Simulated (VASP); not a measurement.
# Cr (Im-3m) in VASP: single point with PBE+U

Aim: the single point of Cr with PBE+U.

Everything below comes from runs of VASP 6.6.1. Logs are shortened: lines on timing, memory, paths and dates and some standing lists are left out, and cuts for length are marked.

## Step 1: The cell of the first run

The structure is cubic, space group Im-3m (No. 229). Conventional cell: a = 2.969 Å, b = 2.969 Å, c = 2.969 Å, α = 90.00°, β = 90.00°, γ = 90.00°. Within 3.4 Å of Cr (site symmetry m-3m) lie 14 Cr at 2.57 to 2.97 Å.

## Step 2: Single point, PBE+U, collinear spin, antiferromagnetic start

The input, INCAR:

```
PREC = Accurate
ENCUT = 700
EDIFF = 1E-6
ISMEAR = -1
SIGMA = 0.05
LREAL = F
LASPH = T
NELM = 200
ALGO = Normal
ISIF = 2
LWAVE = F
LCHARG = F
ISPIN = 2
MAGMOM = -3 3
LORBIT = 11
LMAXMIX = 4
LDAU = T
LDAUTYPE = 2
LDAUL = 2
LDAUU = 3
LDAUJ = 0
LDAUPRINT = 1
GGA = PE
NBANDS = 25
GGA_COMPAT = F
```

The input, KPOINTS:

```
Automatic mesh
0
Gamma
  11 11 11
```

The input, POSCAR:

```
Cr
1.0
    2.9688993551      0.0000000000      0.0000000000
    0.0000000000      2.9688993551      0.0000000000
    0.0000000000      0.0000000000      2.9688993551
Cr
2
Direct
    0.0000000000      0.0000000000      0.0000000000
    0.5000000000      0.5000000000      0.5000000000
```

Potentials or basis: VASP PAW PBE potentials, release 64 (Cr_sv).

Run with:

```bash
> cat potpaw_PBE.64/Cr_sv/POTCAR > POTCAR
> mpirun -np 1 vasp_std > vasp.out
```

OUTCAR:

```text
PREC = Accurate
   ENCUT = 700
   EDIFF = 1E-6
   ISMEAR = -1
   LREAL = F
   LASPH = T
   NELM = 200
   ISIF = 2
   ISPIN = 2
   LORBIT = 11
   GGA = PE

 ion  position               nearest neighbor table
   1  0.000  0.000  0.000-   2 2.57   2 2.57   2 2.57   2 2.57   2 2.57   2 2.57   2 2.57   2 2.57

   2  0.500  0.500  0.500-   1 2.57   1 2.57   1 2.57   1 2.57   1 2.57   1 2.57   1 2.57   1 2.57

  LATTYP: Found a simple cubic cell.
 ALAT       =     2.9688993551

  Lattice vectors:

 A1 = (   2.9688993551,   0.0000000000,   0.0000000000)
 A2 = (   0.0000000000,   2.9688993551,   0.0000000000)
 A3 = (   0.0000000000,   0.0000000000,   2.9688993551)

Analysis of symmetry for initial positions (statically):
=====================================================================
 Subroutine PRICEL returns following result:

  LATTYP: Found a body centered cubic cell.
 ALAT       =     2.9688993551
[... 12 lines left out ...]
 Subroutine GETGRP returns: Found 48 space group operations
 (whereof 48 operations were pure point group operations)
 out of a pool of 48 trial point group operations.

The static configuration has the point symmetry O_h .

Analysis of symmetry for dynamics (positions and initial velocities):
=====================================================================
 Subroutine PRICEL returns following result:

  LATTYP: Found a body centered cubic cell.
 ALAT       =     2.9688993551
[... 12 lines left out ...]
 Subroutine GETGRP returns: Found 48 space group operations
 (whereof 48 operations were pure point group operations)
 out of a pool of 48 trial point group operations.

The dynamic configuration has the point symmetry O_h .

Analysis of structural, dynamic, and magnetic symmetry:
=====================================================================
 Subroutine PRICEL returns following result:

  LATTYP: Found a body centered cubic cell.
 ALAT       =     2.9688993551
[... 12 lines left out ...]
 Subroutine GETGRP returns: Found 48 space group operations
 (whereof 48 operations were pure point group operations)
 out of a pool of 48 trial point group operations.

The overall configuration has the point symmetry O_h .

 Subroutine INISYM returns: Found 48 space group operations
 (whereof 48 operations are pure point group operations),
 and found     2 'primitive' translations

----------------------------------------------------------------------------------------

                                     Primitive cell

  volume of cell :      13.0845

  direct lattice vectors                    reciprocal lattice vectors
     1.484449678  1.484449678 -1.484449678     0.336825160  0.336825160  0.000000000
    -1.484449678  1.484449678  1.484449678    -0.000000000  0.336825160  0.336825160
     1.484449678 -1.484449678  1.484449678     0.336825160  0.000000000  0.336825160

  length of vectors
     2.571142263  2.571142263  2.571142263     0.476342709  0.476342709  0.476342709

  position of ions in fractional coordinates (direct lattice)
     0.000000000  0.000000000  0.000000000

  ion indices of the primitive-cell ions
   primitive index   ion index
                 1           1

----------------------------------------------------------------------------------------

[... 121 lines left out ...]
  0.0000  0.0000  0.0567  0.0000 -0.0000
  0.0000  0.0000  0.0000  0.1001  0.0000
  0.0000 -0.0000 -0.0000  0.0000  0.0567

spin component  2

  0.7436  0.0000 -0.0000 -0.0000 -0.0000
  0.0000  0.7436 -0.0000 -0.0000  0.0000
 -0.0000 -0.0000  0.4773 -0.0000 -0.0000
 -0.0000 -0.0000 -0.0000  0.7436 -0.0000
 -0.0000  0.0000 -0.0000 -0.0000  0.4773

 occupancies and eigenvectors

  o =  0.0567  v =  0.0000  0.0000 -0.9999  0.0000 -0.0125  0.0000  0.0000  0.0000  0.0000  0.0000      0.0000  0.0000  0.0000  0.0000  0.0000  0.0000  0.0000  0.0000  0.0000  0.0000
  o =  0.0567  v =  0.0000  0.0000  0.0125  0.0000 -0.9999  0.0000  0.0000  0.0000  0.0000  0.0000      0.0000  0.0000  0.0000  0.0000  0.0000  0.0000  0.0000  0.0000  0.0000  0.0000
  o =  0.1001  v =  0.0000 -0.9798 -0.0000  0.2001 -0.0000  0.0000  0.0000  0.0000  0.0000  0.0000      0.0000  0.0000  0.0000  0.0000  0.0000  0.0000  0.0000  0.0000  0.0000  0.0000
  o =  0.1001  v =  0.0000 -0.2001 -0.0000 -0.9798 -0.0000  0.0000  0.0000  0.0000  0.0000  0.0000      0.0000  0.0000  0.0000  0.0000  0.0000  0.0000  0.0000  0.0000  0.0000  0.0000
  o =  0.1001  v =  1.0000  0.0000  0.0000  0.0000  0.0000  0.0000  0.0000  0.0000  0.0000  0.0000      0.0000  0.0000  0.0000  0.0000  0.0000  0.0000  0.0000  0.0000  0.0000  0.0000
  o =  0.4773  v =  0.0000  0.0000  0.0000  0.0000  0.0000  0.0000 -0.0000 -0.9901  0.0000 -0.1403      0.0000  0.0000  0.0000  0.0000  0.0000  0.0000  0.0000  0.0000  0.0000  0.0000
  o =  0.4773  v =  0.0000  0.0000  0.0000  0.0000  0.0000  0.0000 -0.0000 -0.1403  0.0000  0.9901      0.0000  0.0000  0.0000  0.0000  0.0000  0.0000  0.0000  0.0000  0.0000  0.0000
  o =  0.7436  v =  0.0000  0.0000  0.0000  0.0000  0.0000  0.0000  0.7932 -0.0000 -0.6089  0.0000      0.0000  0.0000  0.0000  0.0000  0.0000  0.0000  0.0000  0.0000  0.0000  0.0000
  o =  0.7436  v =  0.0000  0.0000  0.0000  0.0000  0.0000  1.0000  0.0000  0.0000  0.0000  0.0000      0.0000  0.0000  0.0000  0.0000  0.0000  0.0000  0.0000  0.0000  0.0000  0.0000
  o =  0.7436  v =  0.0000  0.0000  0.0000  0.0000  0.0000  0.0000 -0.6089  0.0000 -0.7932  0.0000      0.0000  0.0000  0.0000  0.0000  0.0000  0.0000  0.0000  0.0000  0.0000  0.0000

atom =   2  type =  1  l = 2

 onsite density matrix

spin component  1

  0.7436  0.0000  0.0000  0.0000  0.0000
  0.0000  0.7436  0.0000 -0.0000 -0.0000
  0.0000  0.0000  0.4773 -0.0000 -0.0000
  0.0000 -0.0000 -0.0000  0.7436  0.0000
  0.0000 -0.0000 -0.0000  0.0000  0.4773

spin component  2

  0.1001  0.0000 -0.0000  0.0000  0.0000
  0.0000  0.1001 -0.0000  0.0000  0.0000
 -0.0000 -0.0000  0.0567  0.0000  0.0000
  0.0000  0.0000  0.0000  0.1001  0.0000
  0.0000  0.0000  0.0000  0.0000  0.0567

 occupancies and eigenvectors

  o =  0.0567  v =  0.0000  0.0000  0.0000  0.0000  0.0000  0.0000 -0.0000 -1.0000  0.0000 -0.0017      0.0000  0.0000  0.0000  0.0000  0.0000  0.0000  0.0000  0.0000  0.0000  0.0000
  o =  0.0567  v =  0.0000  0.0000  0.0000  0.0000  0.0000  0.0000  0.0000 -0.0017 -0.0000  1.0000      0.0000  0.0000  0.0000  0.0000  0.0000  0.0000  0.0000  0.0000  0.0000  0.0000
  o =  0.1001  v =  0.0000  0.0000  0.0000  0.0000  0.0000  0.0000  0.9993 -0.0000 -0.0364 -0.0000      0.0000  0.0000  0.0000  0.0000  0.0000  0.0000  0.0000  0.0000  0.0000  0.0000
  o =  0.1001  v =  0.0000  0.0000  0.0000  0.0000  0.0000  1.0000  0.0000  0.0000  0.0000  0.0000      0.0000  0.0000  0.0000  0.0000  0.0000  0.0000  0.0000  0.0000  0.0000  0.0000
  o =  0.1001  v =  0.0000  0.0000  0.0000  0.0000  0.0000  0.0000 -0.0364 -0.0000 -0.9993 -0.0000      0.0000  0.0000  0.0000  0.0000  0.0000  0.0000  0.0000  0.0000  0.0000  0.0000
  o =  0.4773  v =  0.0000  0.0000  0.9814  0.0000  0.1920  0.0000  0.0000  0.0000  0.0000  0.0000      0.0000  0.0000  0.0000  0.0000  0.0000  0.0000  0.0000  0.0000  0.0000  0.0000
  o =  0.4773  v =  0.0000  0.0000 -0.1920 -0.0000  0.9814  0.0000  0.0000  0.0000  0.0000  0.0000      0.0000  0.0000  0.0000  0.0000  0.0000  0.0000  0.0000  0.0000  0.0000  0.0000
  o =  0.7436  v =  0.0000  0.5770 -0.0000  0.8168 -0.0000  0.0000  0.0000  0.0000  0.0000  0.0000      0.0000  0.0000  0.0000  0.0000  0.0000  0.0000  0.0000  0.0000  0.0000  0.0000
  o =  0.7436  v =  0.0000  0.8168 -0.0000 -0.5770 -0.0000  0.0000  0.0000  0.0000  0.0000  0.0000      0.0000  0.0000  0.0000  0.0000  0.0000  0.0000  0.0000  0.0000  0.0000  0.0000
  o =  0.7436  v =  1.0000  0.0000  0.0000  0.0000  0.0000  0.0000  0.0000  0.0000  0.0000  0.0000      0.0000  0.0000  0.0000  0.0000  0.0000  0.0000  0.0000  0.0000  0.0000  0.0000

 number of electron      27.9999996 magnetization       0.0000000

 Free energy of the ion-electron system (eV)
  ---------------------------------------------------
  ext. energy  EPLUGINS =         0.00000000
  ---------------------------------------------------
  free energy    TOTEN  =       -14.10863804 eV

  energy without entropy =      -14.10815653  energy(sigma->0) =      -14.10839729

 E-fermi :  12.6625     XC(G=0): -12.8741

 val. band max:       12.5052616219   @ k =   0.4545   0.4545   0.0000
 cond. band min:      12.8648123316   @ k =   0.4545   0.4545   0.4545
 fundamental gap:      0.3595507097
 Fermi energy:        12.6625171702

 spin component 1

 k-point     1 :       0.0000    0.0000    0.0000
  band No.  band energies     occupation
      1     -60.4841      1.00000
      2     -57.4045      1.00000
      3     -31.7848      1.00000
      4     -31.7848      1.00000
      5     -31.7848      1.00000
      6     -28.7154      1.00000
[... 1337 lines left out ...]
     24      30.2838      0.00000
     25      30.7467      0.00000

 [... further k-points ...]

------------------------ aborting loop because EDIFF is reached ----------------------------------------

  FORCE on cell =-STRESS in cart. coord.  units (eV):
  Direction    XX          YY          ZZ          XY          YZ          ZX
  --------------------------------------------------------------------------------------
  -------------------------------------------------------------------------------------
  Total        2.3675549      2.3675549      2.3675549      0.0000000      0.0000000      0.0000000
  in kB      144.9520024    144.9520024    144.9520024      0.0000000      0.0000000      0.0000000
  external PRESSURE =     144.9520024 kB  Pullay stress =       0.0000000 kB

 VOLUME and BASIS-vectors are now :
 -----------------------------------------------------------------------------
  energy-cutoff  :      700.00
  volume of cell :       26.17
      direct lattice vectors                 reciprocal lattice vectors
     2.968899355  0.000000000  0.000000000     0.336825160  0.000000000  0.000000000
     0.000000000  2.968899355  0.000000000     0.000000000  0.336825160  0.000000000
     0.000000000  0.000000000  2.968899355     0.000000000  0.000000000  0.336825160

 POSITION                                       TOTAL-FORCE (eV/Angst)
 -----------------------------------------------------------------------------------
      0.00000      0.00000      0.00000        -0.000000      0.000000     -0.000000
      1.48445      1.48445      1.48445         0.000000     -0.000000      0.000000
 -----------------------------------------------------------------------------------
    total drift:                                0.000000      0.000000      0.000000

  FREE ENERGIE OF THE ION-ELECTRON SYSTEM (eV)
  ---------------------------------------------------
  free  energy   TOTEN  =       -14.1086380442 eV

  energy  without entropy=      -14.1081565334  energy(sigma->0) =      -14.10839729

 total charge

# of ion       s       p       d       tot
------------------------------------------
    1        2.177   6.010   3.574  11.760
    2        2.177   6.010   3.574  11.760
--------------------------------------------------
tot          4.354  12.019   7.147  23.520

 magnetization (x)

# of ion       s       p       d       tot
------------------------------------------
    1       -0.022  -0.016  -2.757  -2.795
    2        0.022   0.016   2.757   2.795
--------------------------------------------------
tot          0.000   0.000   0.000   0.000
```

It took 2 min on 1 thread of Intel Xeon Platinum 8488C (Sapphire Rapids), shared host; peak memory 0.22 GiB.

What came out:

- Free energy: -14.1086 eV
- Pressure: 14.5 GPa
- Band gap on the k mesh: 0.36 eV
- Net moment: 0.00 μB per cell
- Site moments: Cr -2.79, +2.79 μB
- Valence electrons inside the program's atomic spheres: Cr 11.76

Levels at points of the mesh, in eV from the valence-band top:
Spin up:
```tsv
k point	band 11	band 12	band 13	band 14	band 15	band 16	band 17	band 18
(0.00, 0.00, 0.00)	-3.78	-1.78	-1.78	-1.78	2.16	2.16	3.82	3.82
```
Spin down:
```tsv
k point	band 12	band 13	band 14	band 15	band 16	band 17
(0.00, 0.00, 0.00)	-1.78	-1.78	-1.78	2.16	2.16	3.82
```

Eigenvalues of the final occupation matrices:
| site | spin | trace | eigenvalues |
| --- | --- | --- | --- |
| site 1 d | 1 | 0.41 | 0.06 0.06 0.10 0.10 0.10 |
| site 1 d | 2 | 3.19 | 0.48 0.48 0.74 0.74 0.74 |
| site 2 d | 1 | 3.19 | 0.48 0.48 0.74 0.74 0.74 |
| site 2 d | 2 | 0.41 | 0.06 0.06 0.10 0.10 0.10 |

Caveat: the cell stands under pressure; the antiferromagnetic order is the one typed at the start, and another may lie lower; an odd mesh through Γ misses points on the zone boundary, where band edges can lie; the U is typed as a test and isn't derived for this compound. The state reached can hang on the start; a lower one may exist.
